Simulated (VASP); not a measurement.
# Mg in VASP: notebook, part 2 of 2

VASP 6.6.1. Earlier steps stand in the parts before.

## Step 4: Single point, PBEsol

This run uses another cell than the first one, of 16.71 Å³/atom.

Input file INCAR:

```
SYSTEM = Mg
PREC = Accurate ; ENCUT = 520
EDIFF = 1E-7 ; ISMEAR = -1
SIGMA = 0.05 ; LREAL = .FALSE.
LASPH = .TRUE. ; NELM = 60
ALGO = Fast ; ISIF = 2
LWAVE = .FALSE. ; LCHARG = .TRUE.
GGA = PS ; LELF = .TRUE.
LVHAR = .TRUE. ; NBANDS = 9
```

Input file KPOINTS:

```
regular mesh
0
G
  10 10 5
  0 0 0
```

Input file POSCAR:

```
Mg
1.0
    2.8694853788      0.0000000000      0.0000000000
   -1.4347426894      2.4850472338      0.0000000000
    0.0000000000      0.0000000000      4.6862976252
Mg
2
Direct
    0.6666666667      0.3333333333      0.7500000000
    0.3333333333      0.6666666667      0.2500000000
```

Potentials or basis: VASP PAW PBE potentials, release 64 (Mg).

The run is started by

```sh
$ cat potpaw_PBE.64/Mg/POTCAR > POTCAR
$ mpirun -np 1 vasp_std > vasp.out
```

OUTCAR:

```text
SYSTEM = Mg
   PREC = Accurate
   ENCUT = 520
   EDIFF = 1E-7
   ISMEAR = -1
   LREAL = .FALSE.
   LASPH = .TRUE.
   NELM = 60
   ISIF = 2
   GGA = PS

 ion  position               nearest neighbor table
   1  0.667  0.333  0.750-   2 2.87   2 2.87   2 2.87   2 2.87   2 2.87   2 2.87
   2  0.333  0.667  0.250-   1 2.87   1 2.87   1 2.87   1 2.87   1 2.87   1 2.87

  LATTYP: Found a hexagonal cell.
 ALAT       =     2.8694853788
 C/A-ratio  =     1.6331491562

  Lattice vectors:

 A1 = (   2.8694853788,   0.0000000000,   0.0000000000)
 A2 = (  -1.4347426894,   2.4850472338,   0.0000000000)
 A3 = (   0.0000000000,   0.0000000000,   4.6862976252)

Analysis of symmetry for initial positions (statically):
=====================================================================
 Subroutine PRICEL returns:
 Original cell was already a primitive cell.

 Routine SETGRP: Setting up the symmetry group for a
 hexagonal supercell.

 Subroutine GETGRP returns: Found 24 space group operations
 (whereof 12 operations were pure point group operations)
 out of a pool of 24 trial point group operations.

The static configuration has the point symmetry D_3d.
 The point group associated with its full space group is D_6h.

Analysis of symmetry for dynamics (positions and initial velocities):
=====================================================================
 Subroutine PRICEL returns:
 Original cell was already a primitive cell.

 Routine SETGRP: Setting up the symmetry group for a
 hexagonal supercell.

 Subroutine GETGRP returns: Found 24 space group operations
 (whereof 12 operations were pure point group operations)
 out of a pool of 24 trial point group operations.

The dynamic configuration has the point symmetry D_3d.
 The point group associated with its full space group is D_6h.

 Subroutine INISYM returns: Found 24 space group operations
 (whereof 12 operations are pure point group operations),
 and found     1 'primitive' translations

----------------------------------------------------------------------------------------

                                     Primitive cell

  volume of cell :      33.4171

  direct lattice vectors                    reciprocal lattice vectors
     2.869485379  0.000000000  0.000000000     0.348494544  0.201203419  0.000000000
    -1.434742689  2.485047234  0.000000000     0.000000000  0.402406838  0.000000000
     0.000000000  0.000000000  4.686297625     0.000000000  0.000000000  0.213388069

  length of vectors
     2.869485379  2.869485379  4.686297625     0.402406838  0.402406838  0.213388069

  position of ions in fractional coordinates (direct lattice)
     0.666666667  0.333333333  0.750000000
     0.333333333  0.666666667  0.250000000

  ion indices of the primitive-cell ions
   primitive index   ion index
                 1           1
                 2           2

----------------------------------------------------------------------------------------

 KPOINTS: regular mesh

Automatic generation of k-mesh.
 Grid dimensions read from file:
 generate k-points for:   10   10    5

 Generating k-lattice:

  Cartesian coordinates                     Fractional coordinates (reciprocal lattice)
     0.034849454  0.020120342  0.000000000     0.100000000  0.000000000  0.000000000
[... 39 lines left out ...]
  0.400000  0.100000  0.200000     24.000000
 [... further k-points ...]
   k-points           NKPTS =     42   k-points in BZ     NKDIM =     42   number of bands    NBANDS=      9
   number of dos      NEDOS =    301   number of ions     NIONS =      2
   total plane-waves  NPLWV =  20736
   dimension x,y,z NGX =    24 NGY =   24 NGZ =   36
   dimension x,y,z NGXF=    48 NGYF=   48 NGZF=   72
   ions per type =               2
   NGX,Y,Z   is equivalent  to a cutoff of  13.90, 13.90, 12.77 a.u.
   NGXF,Y,Z  is equivalent  to a cutoff of  27.81, 27.81, 25.54 a.u.
 SYSTEM =  Mg
   PREC   = accura    normal or accurate (medium, high low for compatibility)
   ISTART =      0    job   : 0-new  1-cont  2-samecut
   ICHARG =      2    charge: 1-file 2-atom 10-const
   ISPIN  =      1    spin polarized calculation?
   LNONCOLLINEAR =      F non collinear calculations
   LSORBIT =      F    spin-orbit coupling
   LASPH  =      T    aspherical Exc in radial PAW
   ENCUT  =  520.0 eV  38.22 Ry    6.18 a.u.   5.34  5.34  8.71*2*pi/ulx,y,z
   NELM   =     60;   NELMIN=  2; NELMDL= -5     # of ELM steps
   EDIFF  = 0.1E-06   stopping-criterion for ELM
   LREAL  =      F    real-space projection
   EDIFFG = 0.1E-05   stopping-criterion for IOM
   NSW    =      0    number of steps for IOM
   IBRION =     -1    ionic relax: 0-MD 1-quasi-New 2-CG
   NFREE  =      0    steps in history (QN), initial steepest desc. (CG)
   ISIF   =      2    stress and relaxation
   ISYM   =      2    0-nonsym 1-usesym 2-fastsym
   POTIM  = 0.5000    time-step for ionic-motion
   TEBEG  =    0.0;   TEEND  =   0.0 temperature during run
   PSTRESS=    0.0 pullay stress
   NELECT =       4.0000    total number of electrons
   NUPDOWN=      -1.0000    fix difference up-down
   EMIN   =  10.00;   EMAX   =-10.00  energy-range for DOS
   EFERMI =   0.00;   METHOD = LEGACY
   ISMEAR =    -1;   SIGMA  =   0.05  broadening in eV -4-tet -1-fermi 0-gaus
   EFERMI_NEDOS =   21; number of points for ismear=-14 and -15
   IALGO  =     68    algorithm
   IMIX   =      4    mixing-type and parameters
     AMIX     =   0.40;   BMIX     =  1.00
     AMIX_MAG =   1.60;   BMIX_MAG =  1.00
  volume/ion in A,a.u.               =      16.71       112.75
  Fermi-wavevector in a.u.,A,eV,Ry     =   0.806811  1.524652  8.856638  0.650945
  Thomas-Fermi vector in A             =   1.915314
   LORBIT       =      0    0 simple, 1 ext, 2 COOP (PROOUT), +10 PAW based schemes
   GGA     = PS    functional components
   LHFCALC =     F    Hartree Fock is set to
   AEXX    =    0.0000 exact exchange contribution
   IVDW    =     0    specifies the selected vdW correction
   LEPSILON=     F    determine dielectric tensor
   LRPA    =     F    only Hartree local field effects (RPA)
 non-spin polarized calculation
 RMM-DIIS sequential band-by-band and
  energy-cutoff  :      520.00
  volume of cell :       33.42
 maximum number of plane-waves:       917
 NGX is ok and might be reduce to    24
   NGX = 11   NGY = 11   NGZ = 17

 number of electron       4.0000000 magnetization

 Free energy of the ion-electron system (eV)
  ---------------------------------------------------
  ext. energy  EPLUGINS =         0.00000000
  ---------------------------------------------------
  free energy    TOTEN  =        -2.86829971 eV

  energy without entropy =       -2.86059817  energy(sigma->0) =       -2.86444894

 E-fermi :   4.5605     XC(G=0):  -9.5952

 val. band max:        4.4299611560   @ k =   0.3000   0.3000   0.0000
 cond. band min:       4.5710667595   @ k =   0.4000   0.1000   0.4000
 fundamental gap:      0.1411056035
 Fermi energy:         4.5604763452

 k-point     1 :       0.0000    0.0000    0.0000
  band No.  band energies     occupation
      1      -3.9366      2.00000
      2       2.2174      2.00000
      3       3.1838      2.00000
      4      17.4231      0.00000
      5      17.4231      0.00000
      6      18.2205      0.00000
      7      18.2610      0.00000
      8      18.2610      0.00000
      9      21.1562      0.00000
[... 265 lines left out ...]
 k-point    24 :       0.4000    0.1000    0.2000
  band No.  band energies     occupation
      1       1.2667      2.00000
      2       3.4218      2.00000
      3       5.2147      0.00000
      4       7.2496      0.00000
      5       9.4534      0.00000
      6      11.0217      0.00000
      7      13.3541      0.00000
      8      14.3192      0.00000
      9      18.0140      0.00000

 [... further k-points ...]

------------------------ aborting loop because EDIFF is reached ----------------------------------------

  FORCE on cell =-STRESS in cart. coord.  units (eV):
  Direction    XX          YY          ZZ          XY          YZ          ZX
  --------------------------------------------------------------------------------------
  -------------------------------------------------------------------------------------
  Total        4.2276633      4.2276633      4.2195090      0.0000000      0.0000000      0.0000000
  in kB      202.6947241    202.6947241    202.3037655      0.0000000      0.0000000      0.0000000
  external PRESSURE =     202.5644046 kB  Pullay stress =       0.0000000 kB

 VOLUME and BASIS-vectors are now :
 -----------------------------------------------------------------------------
  energy-cutoff  :      520.00
  volume of cell :       33.42
      direct lattice vectors                 reciprocal lattice vectors
     2.869485379  0.000000000  0.000000000     0.348494544  0.201203419  0.000000000
    -1.434742689  2.485047234  0.000000000     0.000000000  0.402406838  0.000000000
     0.000000000  0.000000000  4.686297625     0.000000000  0.000000000  0.213388069

 POSITION                                       TOTAL-FORCE (eV/Angst)
 -----------------------------------------------------------------------------------
      1.43474      0.82835      3.51472        -0.000000     -0.000000      0.000000
     -0.00000      1.65670      1.17157         0.000000      0.000000      0.000000
 -----------------------------------------------------------------------------------
    total drift:                               -0.000000      0.000000     -0.000000

  FREE ENERGIE OF THE ION-ELECTRON SYSTEM (eV)
  ---------------------------------------------------
  free  energy   TOTEN  =        -2.8682997085 eV

  energy  without entropy=       -2.8605981677  energy(sigma->0) =       -2.86444894
```

stdout:

```text
POSCAR found type information on POSCAR Mg
 POSCAR found :  1 types and       2 ions
 scaLAPACK will be used
 -----------------------------------------------------------------------------
|                                                                             |
|                                                                             |
|     You enforced a specific xc type in the INCAR file but a different       |
|     I HOPE YOU KNOW WHAT YOU ARE DOING!                                     |
|                                                                             |
 -----------------------------------------------------------------------------

 LDA part: xc-table for (Slater+PW92), standard interpolation
 POSCAR, INCAR and KPOINTS ok, starting setup
 FFT: planning ... GRIDC
 FFT: planning ... GRID_SOFT
 FFT: planning ... GRID
 WAVECAR not read
 entering main loop
```

Wall time 22 s (1 thread of Intel Xeon 8259CL, shared host); peak memory 0.15 GiB.

Results:

| Item | Value |
| --- | --- |
| Free energy | -2.8683 eV |
| Pressure | 20.3 GPa |
| Band gap on the k mesh | zero (bands 2 and 3 overlap by 1.82 eV) |

Caveat: the cell stands under pressure; the PAW data sets were made with another functional, which shifts forces and pressure a little.

## Step 5: Single point, PBEsol

This run uses another cell than the first one, of 18.72 Å³/atom.

Input file INCAR:

```
SYSTEM = Mg
  ALGO = Fast
  EDIFF = 1E-6
  ENCUT = 520
  GGA = PS
  ISIF = 2
  ISMEAR = -1
  LASPH = .TRUE.
  LCHARG = .FALSE.
  LREAL = .FALSE.
  LWAVE = .FALSE.
  NBANDS = 9
  NELM = 60
  PREC = Accurate
  SIGMA = 0.05
```

Input file KPOINTS:

```
k-points
0
G
  10 10 5
  0 0 0
```

Input file POSCAR:

```
Mg
1.0
    2.9686362301      0.0000000000      0.0000000000
   -1.4843181150      2.5709143898      0.0000000000
    0.0000000000      0.0000000000      4.9059936821
Mg
2
Direct
    0.6666666667      0.3333333333      0.7500000000
    0.3333333333      0.6666666667      0.2500000000
```

Potentials or basis: VASP PAW PBE potentials, release 64 (Mg).

The run is started by

```sh
$ cat potpaw_PBE.64/Mg/POTCAR > POTCAR
$ mpirun -np 1 vasp_std > vasp.out
```

OUTCAR:

```text
SYSTEM = Mg
   EDIFF = 1E-6
   ENCUT = 520
   GGA = PS
   ISIF = 2
   ISMEAR = -1
   LASPH = .TRUE.
   LREAL = .FALSE.
   NELM = 60
   PREC = Accurate

 ion  position               nearest neighbor table
   1  0.667  0.333  0.750-   2 2.99   2 2.99   2 2.99   2 2.99   2 2.99   2 2.99
   2  0.333  0.667  0.250-   1 2.99   1 2.99   1 2.99   1 2.99   1 2.99   1 2.99

  LATTYP: Found a hexagonal cell.
 ALAT       =     2.9686362301
 C/A-ratio  =     1.6526085724

  Lattice vectors:

 A1 = (   2.9686362301,   0.0000000000,   0.0000000000)
 A2 = (  -1.4843181150,   2.5709143898,   0.0000000000)
 A3 = (   0.0000000000,   0.0000000000,   4.9059936821)

Analysis of symmetry for initial positions (statically):
=====================================================================
 Subroutine PRICEL returns:
 Original cell was already a primitive cell.

 Routine SETGRP: Setting up the symmetry group for a
 hexagonal supercell.

 Subroutine GETGRP returns: Found 24 space group operations
 (whereof 12 operations were pure point group operations)
 out of a pool of 24 trial point group operations.

The static configuration has the point symmetry D_3d.
 The point group associated with its full space group is D_6h.

Analysis of symmetry for dynamics (positions and initial velocities):
=====================================================================
 Subroutine PRICEL returns:
 Original cell was already a primitive cell.

 Routine SETGRP: Setting up the symmetry group for a
 hexagonal supercell.

 Subroutine GETGRP returns: Found 24 space group operations
 (whereof 12 operations were pure point group operations)
 out of a pool of 24 trial point group operations.

The dynamic configuration has the point symmetry D_3d.
 The point group associated with its full space group is D_6h.

 Subroutine INISYM returns: Found 24 space group operations
 (whereof 12 operations are pure point group operations),
 and found     1 'primitive' translations

[... 120 lines left out ...]
   LHFCALC =     F    Hartree Fock is set to
   AEXX    =    0.0000 exact exchange contribution
   IVDW    =     0    specifies the selected vdW correction
   LEPSILON=     F    determine dielectric tensor
   LRPA    =     F    only Hartree local field effects (RPA)
 non-spin polarized calculation
 RMM-DIIS sequential band-by-band and
  energy-cutoff  :      520.00
  volume of cell :       37.44
 maximum number of plane-waves:      1027
 NGX is ok and might be reduce to    24
   NGX = 11   NGY = 11   NGZ = 19

 number of electron       4.0000000 magnetization

 Free energy of the ion-electron system (eV)
  ---------------------------------------------------
  ext. energy  EPLUGINS =         0.00000000
  ---------------------------------------------------
  free energy    TOTEN  =        -3.23888688 eV

  energy without entropy =       -3.23056611  energy(sigma->0) =       -3.23472650

 E-fermi :   3.8109     XC(G=0):  -9.1993

 val. band max:        3.7943077217   @ k =   0.3000   0.3000   0.0000
 cond. band min:       3.8125428821   @ k =   0.5000   0.0000   0.4000
 fundamental gap:      0.0182351604
 Fermi energy:         3.8108566631

 k-point     1 :       0.0000    0.0000    0.0000
  band No.  band energies     occupation
      1      -4.1121      2.00000
      2       1.6059      2.00000
      3       2.3384      2.00000
      4      16.1039      0.00000
      5      16.1039      0.00000
      6      16.6488      0.00000
      7      16.7017      0.00000
      8      16.7017      0.00000
      9      19.3713      0.00000
[... 265 lines left out ...]
 k-point    24 :       0.4000    0.1000    0.2000
  band No.  band energies     occupation
      1       0.7703      2.00000
      2       2.8035      2.00000
      3       4.4215      0.00001
      4       6.3596      0.00000
      5       8.4465      0.00000
      6       9.7968      0.00000
      7      11.7892      0.00000
      8      12.9679      0.00000
      9      16.2128      0.00000

 [... further k-points ...]

------------------------ aborting loop because EDIFF is reached ----------------------------------------

  FORCE on cell =-STRESS in cart. coord.  units (eV):
  Direction    XX          YY          ZZ          XY          YZ          ZX
  --------------------------------------------------------------------------------------
  -------------------------------------------------------------------------------------
  Total        2.3613776      2.3613776      2.3502867      0.0000000      0.0000000      0.0000000
  in kB      101.0425847    101.0425847    100.5680064      0.0000000      0.0000000      0.0000000
  external PRESSURE =     100.8843919 kB  Pullay stress =       0.0000000 kB

 VOLUME and BASIS-vectors are now :
 -----------------------------------------------------------------------------
  energy-cutoff  :      520.00
  volume of cell :       37.44
      direct lattice vectors                 reciprocal lattice vectors
     2.968636230  0.000000000  0.000000000     0.336855014  0.194483333  0.000000000
    -1.484318115  2.570914390  0.000000000     0.000000000  0.388966666  0.000000000
     0.000000000  0.000000000  4.905993682     0.000000000  0.000000000  0.203832305

 POSITION                                       TOTAL-FORCE (eV/Angst)
 -----------------------------------------------------------------------------------
      1.48432      0.85697      3.67950         0.000000     -0.000000      0.000000
     -0.00000      1.71394      1.22650        -0.000000      0.000000      0.000000
 -----------------------------------------------------------------------------------
    total drift:                                0.000000     -0.000000      0.000000

  FREE ENERGIE OF THE ION-ELECTRON SYSTEM (eV)
  ---------------------------------------------------
  free  energy   TOTEN  =        -3.2388868807 eV

  energy  without entropy=       -3.2305661131  energy(sigma->0) =       -3.23472650
```

OSZICAR:

```text
N       E                     dE             d eps       ncg     rms          rms(c)
DAV:   1    -0.164966603935E+00   -0.16497E+00   -0.13917E+03   756   0.324E+02
DAV:   2    -0.322227241726E+01   -0.30573E+01   -0.28760E+01   995   0.298E+01
DAV:   3    -0.326265002072E+01   -0.40378E-01   -0.40196E-01  1018   0.300E+00
DAV:   4    -0.326275025532E+01   -0.10023E-03   -0.10023E-03   956   0.150E-01
DAV:   5    -0.326275061663E+01   -0.36132E-06   -0.36097E-06   948   0.883E-03    0.935E-01
RMM:   6    -0.324939186696E+01    0.13359E-01   -0.18044E-04   773   0.107E-01    0.594E-01
RMM:   7    -0.323890264266E+01    0.10489E-01   -0.81532E-04   800   0.206E-01    0.273E-02
RMM:   8    -0.323888753484E+01    0.15108E-04   -0.45922E-05   831   0.505E-02    0.597E-03
RMM:   9    -0.323888688065E+01    0.65419E-06   -0.28619E-06   874   0.110E-02
   1 F= -.32388869E+01 E0= -.32347265E+01  d E =-.832077E-02
```

Wall time 17 s (1 thread of Intel Xeon 8259CL, shared host); peak memory 0.15 GiB.

What came out:

* Free energy: -3.2389 eV
* Pressure: 10.1 GPa
* Band gap on the k mesh: zero (bands 2 and 3 overlap by 1.92 eV)

Levels at points of the mesh, in eV from the Fermi level:
| k point | band 1 | band 2 | band 3 | band 4 | band 5 | band 6 |
| --- | --- | --- | --- | --- | --- | --- |
| (0.00, 0.00, 0.00) | -7.92 | -2.20 | -1.47 | 12.29 | 12.29 | 12.84 |
| (0.50, 0.00, 0.00) | -2.53 | -2.31 | 2.88 | 2.97 | 3.71 | 4.08 |

Caveat: the cell stands under pressure; the PAW data sets were made with another functional, which shifts forces and pressure a little.

## Step 6: Summary

| level | cell | k mesh | cutoff (eV) | smearing | tolerance level | purpose | further INCAR settings | dipole correction | gap on the mesh (eV) | pressure (GPa) |
| --- | --- | --- | --- | --- | --- | --- | --- | --- | --- | --- |
| PBE+TS | a = 3.209, b = 3.209, c = 5.158 Å, angles 90.0, 90.0, 120.0°, 2 atoms, atomic positions A | 22 × 22 × 12 | 600 | methfessel-paxton of order 2 0.05 eV | standard | forces | ALGO = Normal; EDIFF = 1e-08 | - | none | -4.5 |
| PBEsol | a = 2.792, b = 2.792, c = 4.554 Å, angles 90.0, 90.0, 120.0°, 2 atoms, atomic positions B | 10 × 10 × 5 | 520 | fermi-dirac 0.05 eV | - | - | ALGO = Fast; EDIFF = 1e-07; NBANDS = 9 | no | none | 30.5 |
| PBEsol | a = 2.869, b = 2.869, c = 4.686 Å, angles 90.0, 90.0, 120.0°, 2 atoms, atomic positions B | 10 × 10 × 5 | 520 | fermi-dirac 0.05 eV | - | - | ALGO = Fast; EDIFF = 1e-07; NBANDS = 9 | no | none | 20.3 |
| PBEsol | a = 2.969, b = 2.969, c = 4.906 Å, angles 90.0, 90.0, 120.0°, 2 atoms, atomic positions B | 10 × 10 × 5 | 520 | fermi-dirac 0.05 eV | - | - | ALGO = Fast; EDIFF = 1e-06; NBANDS = 9 | no | none | 10.1 |

Alike in all rows: task single point; potentials or basis VASP PAW PBE potentials, release 64 (Mg); no spin polarisation.

Caveats: the cell stands under pressure (at least some runs); the PAW data sets were made with another functional, which shifts forces and pressure a little (at least some runs); the cell stands under tension (at least some runs).

Absolute energies hang on the potentials; compare differences alone.
